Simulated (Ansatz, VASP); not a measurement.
# Two plane-wave programs on ZnO

INCAR

```
SYSTEM = ZnO
PREC     = Accurate       ! precision mode
ENCUT    = 600            ! plane-wave cutoff, eV
EDIFF    = 1E-6           ! SCF threshold, eV
ISMEAR   = 0              ! smearing method
SIGMA    = 0.01           ! smearing width, eV
LREAL    = .False.        ! projectors in reciprocal space
LASPH    = .True.         ! aspherical terms in the spheres
NELM     = 100            ! most SCF steps
ALGO     = Normal         ! electronic algorithm
ISIF     = 3              ! what is computed and relaxed
LWAVE    = .False.        ! write WAVECAR
LCHARG   = .False.        ! write CHGCAR
GGA      = PE             ! functional
IBRION   = 2              ! ionic algorithm
NSW      = 80             ! ionic steps
EDIFFG   = -0.001         ! ionic threshold
```

Contents of KPOINTS:

```
Automatic mesh
0
Gamma
  9 9 6
  0 0 0
```

The input POSCAR:

```
ZnO
1.0
    3.2796453204      0.0000000000      0.0000000000
   -1.6398226602      2.8402561629      0.0000000000
    0.0000000000      0.0000000000      5.2931535335
Zn O
2 2
Direct
    0.3333333333      0.6666666667      0.8104565264
    0.6666666667      0.3333333333      0.3104565264
    0.6666666667      0.3333333333      0.6895524379
    0.3333333333      0.6666666667      0.1895524379
```

Input for Ansatz:

```yaml
crystal:
  lattice:
    - [3.2796453204, 0.0, 0.0]
    - [-1.6398226602, 2.8402561629, 0.0]
    - [0.0, 0.0, 5.2931535335]
  atoms:
    - { symbol: Zn, position: [0.3333333333, 0.6666666667, 0.8104565264] }
    - { symbol: Zn, position: [0.6666666667, 0.3333333333, 0.3104565264] }
    - { symbol: O, position: [0.6666666667, 0.3333333333, 0.6895524379] }
    - { symbol: O, position: [0.3333333333, 0.6666666667, 0.1895524379] }
basis:
  ecutwfc: 420
kpoints:
  mp_grid: { grid: [9, 9, 6] }
hamiltonian:
  xc: pbe
scf:
  occupations: { method: fixed }
output:
  forces: true
  stress: true
  eigenvalues: true
relax:
  adjacent_minimum: "off"
  f_tol: 0.001
  max_steps: 60
  cell: { stress_tol: 0.01 }
```

Alike in both runs: task relaxation of cell and atoms; functional PBE; k mesh 9 × 9 × 6; no spin polarisation.

```csv
,VASP,Ansatz
version,VASP 6.6.1,Ansatz 0.2.0
potentials or method,"VASP PAW PBE potentials, release 64 (Zn, O), cutoff 600 eV","scalar-relativistic, plane waves, PAW"
occupations,"gaussian, width 0.01 eV",fixed
valence electrons in the cell,36,36
```

|  | VASP | Ansatz | Ansatz less VASP |
| --- | --- | --- | --- |
| gap on the k mesh at the Fermi level, each at its own relaxed structure (eV) | 0.72 | 0.74 | +0.023 |
| relaxed volume (Å³/atom) | 12.39 | 12.33 | -0.062 |
| relaxed cell length with the largest relative difference (Å) | 3.285 | 3.280 | -0.0055 |
